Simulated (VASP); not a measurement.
# LaYb2Al2 (I4/mmm) in VASP: single point with PBE

Aim: the single point of LaYb2Al2 with PBE.

All numbers are computed with VASP 6.6.1; they aren't measurements. Logs are shortened: lines on timing, memory, paths and dates and some standing lists are left out, and cuts for length are marked.

## 1. The cell of the first run

Symmetry: I4/mmm, No. 139, tetragonal system. The conventional cell has a = 4.621 Å, b = 4.621 Å, c = 11.860 Å, α = 90.00°, β = 90.00°, γ = 90.00°. Al (site symmetry -4m2) has 4 Yb at 2.76 Å and 4 Al at 3.27 Å within 3.6 Å. La (site symmetry 4/mmm) has 10 Yb at 3.57 to 4.48 Å and 8 Al at 3.76 Å and 4 La at 4.62 Å within 4.7 Å. Yb (site symmetry 4mm) has 4 Al at 2.76 Å and 1 Yb at 2.89 Å and 4 La at 3.57 Å within 3.6 Å.

## 2. Single point, PBE

Contents of POSCAR:

```
LaYb2Al2
1.0
    0.0000000000      4.6213780000      0.0000000000
    4.6213780000      0.0000000000      0.0000000000
    2.3106890000      2.3106890000     -5.9301580000
Al La Yb
2 1 2
Direct
    0.7500000000      0.2500000000      0.5000000000
    0.2500000000      0.7500000000      0.5000000000
    0.0000000000      0.0000000000      0.0000000000
    0.3780000000      0.3780000000      0.2440000000
    0.6220000000      0.6220000000      0.7560000000
```

Contents of INCAR.step1:

```
SYSTEM = LaYb2Al2
PREC = Accurate
ENCUT = 520
EDIFF = 1E-6
ISMEAR = 0
SIGMA = 0.0323
LREAL = .FALSE.
LASPH = .TRUE.
NELM = 100
ALGO = Normal
ISIF = 2
LWAVE = .FALSE.
LCHARG = .TRUE.
LMAXMIX = 6
GGA = PE
NBANDS = 40
```

Contents of KPOINTS.step1:

```
Automatic mesh
0
G
  6 6 6
  0 0 0
```

Contents of INCAR.step2:

```
SYSTEM = LaYb2Al2
PREC = Accurate
ENCUT = 520
EDIFF = 1E-6
ISMEAR = -5
SIGMA = 0.0323
LREAL = .FALSE.
LASPH = .TRUE.
NELM = 100
ALGO = Normal
ISIF = 2
LWAVE = .FALSE.
LCHARG = .FALSE.
LMAXMIX = 6
GGA = PE
LORBIT = 11
NEDOS = 1001
ICHARG = 11
```

Contents of KPOINTS.step2:

```
Automatic mesh
0
G
  9 9 9
  0 0 0
```

Potentials or basis: VASP PAW PBE potentials, release 64 (Al, La, Yb).

Launch:

```
> cat potpaw_PBE.64/Al/POTCAR potpaw_PBE.64/La/POTCAR potpaw_PBE.64/Yb/POTCAR > POTCAR
> cp INCAR.step1 INCAR
> cp KPOINTS.step1 KPOINTS
> mpirun -np 1 vasp_std > vasp.out
> cp INCAR.step2 INCAR
> cp KPOINTS.step2 KPOINTS
> mpirun -np 1 vasp_std > vasp.out
```

OUTCAR:

```text
SYSTEM = LaYb2Al2
   PREC = Accurate
   ENCUT = 520
   EDIFF = 1E-6
   ISMEAR = -5
   LREAL = .FALSE.
   LASPH = .TRUE.
   NELM = 100
   ISIF = 2
   GGA = PE
   LORBIT = 11
   ICHARG = 11

 ion  position               nearest neighbor table
   1  0.750  0.250  0.500-   4 2.76   4 2.76   5 2.76   5 2.76   2 3.27   2 3.27   2 3.27   2 3.27

   2  0.250  0.750  0.500-   4 2.76   4 2.76   5 2.76   5 2.76   1 3.27   1 3.27   1 3.27   1 3.27

   3  0.000  0.000  0.000-   5 3.57   5 3.57   5 3.57   4 3.57   5 3.57   4 3.57   4 3.57   4 3.57

   4  0.378  0.378  0.244-   1 2.76   2 2.76   2 2.76   1 2.76   5 2.89   3 3.57   3 3.57   3 3.57
                             3 3.57
   5  0.622  0.622  0.756-   2 2.76   1 2.76   1 2.76   2 2.76   4 2.89   3 3.57   3 3.57   3 3.57
                             3 3.57

  LATTYP: Found a body centered tetragonal cell.
 ALAT       =     4.6213780000
 C/A-ratio  =     2.5664024886

  Lattice vectors:

 A1 = (  -2.3106890000,   2.3106890000,   5.9301580000)
 A2 = (   2.3106890000,  -2.3106890000,   5.9301580000)
 A3 = (   2.3106890000,   2.3106890000,  -5.9301580000)

Analysis of symmetry for initial positions (statically):
=====================================================================
 Subroutine PRICEL returns:
 Original cell was already a primitive cell.

 Routine SETGRP: Setting up the symmetry group for a
 body centered tetragonal supercell.

 Subroutine GETGRP returns: Found 16 space group operations
 (whereof 16 operations were pure point group operations)
 out of a pool of 16 trial point group operations.

The static configuration has the point symmetry D_4h.

Analysis of symmetry for dynamics (positions and initial velocities):
=====================================================================
 Subroutine PRICEL returns:
 Original cell was already a primitive cell.

 Routine SETGRP: Setting up the symmetry group for a
 body centered tetragonal supercell.

 Subroutine GETGRP returns: Found 16 space group operations
 (whereof 16 operations were pure point group operations)
 out of a pool of 16 trial point group operations.

The dynamic configuration has the point symmetry D_4h.

 Subroutine INISYM returns: Found 16 space group operations
 (whereof 16 operations are pure point group operations),
 and found     1 'primitive' translations

----------------------------------------------------------------------------------------

                                     Primitive cell

  volume of cell :     126.6512

  direct lattice vectors                    reciprocal lattice vectors
     0.000000000  4.621378000  0.000000000     0.000000000  0.216385675  0.084314786
     4.621378000  0.000000000  0.000000000     0.216385675  0.000000000  0.084314786
     2.310689000  2.310689000 -5.930158000     0.000000000  0.000000000 -0.168629571

  length of vectors
     4.621378000  4.621378000  6.770918787     0.232232090  0.232232090  0.168629571

  position of ions in fractional coordinates (direct lattice)
     0.750000000  0.250000000  0.500000000
     0.250000000  0.750000000  0.500000000
     0.000000000  0.000000000  0.000000000
     0.378000000  0.378000000  0.244000000
     0.622000000  0.622000000  0.756000000

  ion indices of the primitive-cell ions
   primitive index   ion index
                 1           1
                 2           2
                 3           3
                 4           4
                 5           5

----------------------------------------------------------------------------------------

 KPOINTS: Automatic mesh

Automatic generation of k-mesh.
 Grid dimensions read from file:
 generate k-points for:    9    9    9

 Generating k-lattice:

  Cartesian coordinates                     Fractional coordinates (reciprocal lattice)
     0.000000000  0.024042853  0.009368310     0.111111111  0.000000000 -0.000000000
     0.024042853  0.000000000  0.009368310     0.000000000  0.111111111 -0.000000000
     0.000000000  0.000000000 -0.018736619     0.000000000  0.000000000  0.111111111

  Length of vectors
     0.025803566  0.025803566  0.018736619

  Shift w.r.t. Gamma in fractional coordinates (k-lattice)
     0.000000000  0.000000000  0.000000000

 TETIRR: Found   2011 inequivalent tetrahedra from     4374

 Subroutine IBZKPT returns following result:
 ===========================================

 Found     75 irreducible k-points:

 Following reciprocal coordinates:
            Coordinates               Weight
  0.000000  0.000000  0.000000      1.000000
  0.111111  0.000000 -0.000000      8.000000
  0.222222  0.000000 -0.000000      8.000000
  0.333333  0.000000 -0.000000      8.000000
  0.444444  0.000000 -0.000000      8.000000
  0.111111  0.111111 -0.000000      8.000000
[... 16 lines left out ...]
 -0.333333  0.333333  0.000000      4.000000
  0.444444  0.444444 -0.000000      8.000000
 [... further k-points ...]
   k-points           NKPTS =     75   k-points in BZ     NKDIM =     75   number of bands    NBANDS=     39
   number of dos      NEDOS =   1001   number of ions     NIONS =      5
   total plane-waves  NPLWV =  64800
   dimension x,y,z NGX =    36 NGY =   36 NGZ =   50
   dimension x,y,z NGXF=    72 NGYF=   72 NGZF=  100
   ions per type =               2   1   2
   NGX,Y,Z   is equivalent  to a cutoff of  12.95, 12.95, 12.28 a.u.
   NGXF,Y,Z  is equivalent  to a cutoff of  25.90, 25.90, 24.55 a.u.
 SYSTEM =  LaYb2Al2
   PREC   = accura    normal or accurate (medium, high low for compatibility)
   ISTART =      0    job   : 0-new  1-cont  2-samecut
   ICHARG =     11    charge: 1-file 2-atom 10-const
   ISPIN  =      1    spin polarized calculation?
   LNONCOLLINEAR =      F non collinear calculations
   LSORBIT =      F    spin-orbit coupling
   LASPH  =      T    aspherical Exc in radial PAW
   ENCUT  =  520.0 eV  38.22 Ry    6.18 a.u.   8.59  8.59 12.59*2*pi/ulx,y,z
   NELM   =    100;   NELMIN=  2; NELMDL=  0     # of ELM steps
   EDIFF  = 0.1E-05   stopping-criterion for ELM
   LREAL  =      F    real-space projection
   EDIFFG = 0.1E-04   stopping-criterion for IOM
   NSW    =      0    number of steps for IOM
   IBRION =     -1    ionic relax: 0-MD 1-quasi-New 2-CG
   NFREE  =      0    steps in history (QN), initial steepest desc. (CG)
   ISIF   =      2    stress and relaxation
   ISYM   =      2    0-nonsym 1-usesym 2-fastsym
   POTIM  = 0.5000    time-step for ionic-motion
   TEBEG  =    0.0;   TEEND  =   0.0 temperature during run
   PSTRESS=    0.0 pullay stress
   NELECT =      65.0000    total number of electrons
   NUPDOWN=      -1.0000    fix difference up-down
   EMIN   =  10.00;   EMAX   =-10.00  energy-range for DOS
   EFERMI =   0.00;   METHOD = LEGACY
   ISMEAR =    -5;   SIGMA  =   0.03  broadening in eV -4-tet -1-fermi 0-gaus
   EFERMI_NEDOS =   21; number of points for ismear=-14 and -15
   IALGO  =     38    algorithm
   IMIX   =      4    mixing-type and parameters
     AMIX     =   0.40;   BMIX     =  1.00
     AMIX_MAG =   1.60;   BMIX_MAG =  1.00
  volume/ion in A,a.u.               =      25.33       170.94
  Fermi-wavevector in a.u.,A,eV,Ry     =   1.310719  2.476899 23.374589  1.717984
  Thomas-Fermi vector in A             =   2.441230
   LORBIT       =     11    0 simple, 1 ext, 2 COOP (PROOUT), +10 PAW based schemes
   GGA     = PE    functional components
   LHFCALC =     F    Hartree Fock is set to
   AEXX    =    0.0000 exact exchange contribution
   IVDW    =     0    specifies the selected vdW correction
   LEPSILON=     F    determine dielectric tensor
   LRPA    =     F    only Hartree local field effects (RPA)
 non-spin polarized calculation
 Fermi weights with tetrahedron method with Bloechl corrections
  energy-cutoff  :      520.00
  volume of cell :      126.65
 maximum number of plane-waves:      3447

 number of electron      64.9999999 magnetization

 Free energy of the ion-electron system (eV)
  ---------------------------------------------------
  ext. energy  EPLUGINS =         0.00000000
  ---------------------------------------------------
  free energy    TOTEN  =       -18.55060938 eV

  energy without entropy =      -18.55060938  energy(sigma->0) =      -18.55060938

 E-fermi :   4.9815     XC(G=0): -10.1574

 val. band max:        5.0094174800   @ k =   0.4444   0.4444   0.1111
 cond. band min:       4.9498938405   @ k =  -0.2222  -0.3333   0.1111
 fundamental gap:     -0.0595236395
 Fermi energy:         4.9814940007

 k-point     1 :       0.0000    0.0000    0.0000
  band No.  band energies     occupation
      1     -46.4492      2.00000
      2     -46.3861      2.00000
      3     -27.6958      2.00000
      4     -19.3172      2.00000
      5     -18.7735      2.00000
      6     -18.7735      2.00000
[... 31 lines left out ...]
     38       6.8389      0.00000
     39       6.9774      0.00000

 k-point     2 :       0.1111    0.0000   -0.0000
  band No.  band energies     occupation
      1     -46.4491      2.00000
      2     -46.3861      2.00000
      3     -27.6954      2.00000
      4     -19.3156      2.00000
      5     -18.7762      2.00000
      6     -18.7738      2.00000
[... 913 lines left out ...]
     38       6.8850      0.00000
     39       6.9727      0.00000

 k-point    24 :       0.4444    0.4444   -0.0000
  band No.  band energies     occupation
      1     -46.4483      2.00000
      2     -46.3861      2.00000
      3     -27.6863      2.00000
      4     -19.2977      2.00000
      5     -18.8193      2.00000
      6     -18.7950      2.00000
[... 31 lines left out ...]
     38       6.9838      0.00000
     39       6.9929      0.00000

 [... further k-points ...]

------------------------ aborting loop because EDIFF is reached ----------------------------------------

  FORCE on cell =-STRESS in cart. coord.  units (eV):
  Direction    XX          YY          ZZ          XY          YZ          ZX
  --------------------------------------------------------------------------------------
  -------------------------------------------------------------------------------------
  Total        1.2843270      1.2843270      3.0987985      0.0000000      0.0000000      0.0000000
  in kB       16.2471408     16.2471408     39.2007770      0.0000000      0.0000000      0.0000000
  external PRESSURE =      23.8983528 kB  Pullay stress =       0.0000000 kB

 VOLUME and BASIS-vectors are now :
 -----------------------------------------------------------------------------
  energy-cutoff  :      520.00
  volume of cell :      126.65
      direct lattice vectors                 reciprocal lattice vectors
     0.000000000  4.621378000  0.000000000     0.000000000  0.216385675  0.084314786
     4.621378000  0.000000000  0.000000000     0.216385675  0.000000000  0.084314786
     2.310689000  2.310689000 -5.930158000     0.000000000  0.000000000 -0.168629571

 POSITION                                       TOTAL-FORCE (eV/Angst)
 -----------------------------------------------------------------------------------
      2.31069      4.62138     -2.96508        -0.000000      0.000000      0.000000
      4.62138      2.31069     -2.96508         0.000000     -0.000000     -0.000000
      0.00000      0.00000      0.00000        -0.000000      0.000000      0.000000
      2.31069      2.31069     -1.44696         0.000000      0.000000      0.407123
      4.62138      4.62138     -4.48320        -0.000000     -0.000000     -0.407123
 -----------------------------------------------------------------------------------
    total drift:                               -0.000000      0.000000     -0.000000

  FREE ENERGIE OF THE ION-ELECTRON SYSTEM (eV)
  ---------------------------------------------------
  free  energy   TOTEN  =       -18.5506093771 eV

  energy  without entropy=      -18.5506093771  energy(sigma->0) =      -18.55060938

 total charge

# of ion       s       p       d       f       tot
--------------------------------------------------
    1        0.484   0.358   0.000   0.000   0.842
    2        0.484   0.358   0.000   0.000   0.842
    3        2.035   5.603   0.772   0.083   8.494
    4        2.221   6.058   0.574  13.526  22.379
    5        2.221   6.058   0.574  13.526  22.379
--------------------------------------------------
tot          7.446  18.435   1.921  27.135  54.937
```

Run time: 19 min. Hardware: 1 thread of Intel Xeon Platinum 8488C (Sapphire Rapids), shared host; peak memory 0.53 GiB.

Results:

* Valence electrons inside the program's atomic spheres: Al 0.84; La 8.49; Yb 22.38

Caveat: spin-orbit coupling is left out, which moves the levels of the heavy elements; tetrahedron occupations give inexact forces and stress in metals. Spin polarisation is off, so any magnetic state and its effect on volume and gap are missing.
